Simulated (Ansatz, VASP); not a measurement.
**One calculation of ZrN, two programs**

```
Zr N
1.0
     0.00000    2.29821    2.29821
     2.29821    0.00000    2.29821
     2.29821    2.29821    0.00000
Zr N
1 1
Direct
  0.50000 0.50000 0.50000
  0.00000 0.00000 0.00000
```

Alike in both runs: task single point; functional PBE; k mesh 7 × 7 × 7; occupations fermi-dirac, width 0.1 eV; no spin polarisation.

|  | VASP | Ansatz |
| --- | --- | --- |
| version | VASP 6.6.1 | Ansatz 0.2.0 |
| potentials or method | VASP PAW PBE potentials, release 64 (Zr_sv, N), cutoff 600 eV | plane waves, PAW |
| valence electrons in the cell | 17 | 17 |

```csv
,VASP,Ansatz,Ansatz less VASP
pressure (GPa),0.1,0.0,-0.14
```
